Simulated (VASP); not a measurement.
Write the native input for VASP 6.6.1 that does the following.

* Task: single point
* Functional: r2SCAN
* Potentials or basis: VASP PAW PBE potentials, release 64 (Mo_sv)
* Cutoff: 520 eV
* k mesh: 20 × 20 × 20
* Occupations: gaussian, width 0.15 eV
* Spin: no spin polarisation
* Dipole correction: no
* Further INCAR settings: ALGO = Normal; EDIFF = 1e-06; NBANDS = 13

The system is Mo.

```
Mo
1.0
     0.00000    2.11575    2.01500
     2.11575    0.00000    2.01500
     2.11575    2.11575    0.00000
Mo
1
Direct
  0.00000 0.00000 0.00000
```

This cell differs from its parent crystal: strain +0.050 along x and y, +0.000 along z.

These files were run (other wordings do the same):

POSCAR

```
Mo
1.0
    0.0000000000      2.1157500000      2.0150000000
    2.1157500000      0.0000000000      2.0150000000
    2.1157500000      2.1157500000      0.0000000000
Mo
1
Direct
    0.0000000000      0.0000000000      0.0000000000
```

INCAR.step1

```
  PREC = Accurate
  ENCUT = 520
  ISMEAR = 0
  SIGMA = 0.15
  LREAL = F
  LASPH = T
  NELM = 60
  NBANDS = 13
  GGA = PE
  ALGO = Normal
  EDIFF = 1E-4
  LWAVE = T
  LCHARG = F
```

INCAR.step2

```
  PREC = Accurate
  ENCUT = 520
  EDIFF = 1E-6
  ISMEAR = 0
  SIGMA = 0.15
  LREAL = F
  LASPH = T
  NELM = 60
  ALGO = Normal
  ISIF = 2
  LWAVE = F
  LCHARG = F
  METAGGA = R2SCAN
  LMIXTAU = T
  NBANDS = 13
  ISTART = 1
```

KPOINTS

```
Automatic mesh
0
Gamma
  20 20 20
```

Potentials or basis: VASP PAW PBE potentials, release 64 (Mo_sv).

The run is started by

```bash
$ cat potpaw_PBE.64/Mo_sv/POTCAR > POTCAR
$ cp INCAR.step1 INCAR
$ mpirun -np 1 vasp_std > vasp.out
$ cp INCAR.step2 INCAR
$ mpirun -np 1 vasp_std > vasp.out
```

Results of the run:

```
Pressure               : -24.3 GPa
Band gap on the k mesh : zero (band 7 reaches 13.57 eV, above the bottom of band 8 at 9.49 eV)
```

Caveat: the cell differs from its parent crystal (strain +0.050 along x and y, +0.000 along z); the PAW data sets were made with another functional, which shifts forces and pressure a little.

Run time: 4.8 min on 1 thread of Intel(R) Xeon(R) Platinum 8488C (Sapphire Rapids), with other jobs on the host, peak memory 0.26 GiB.
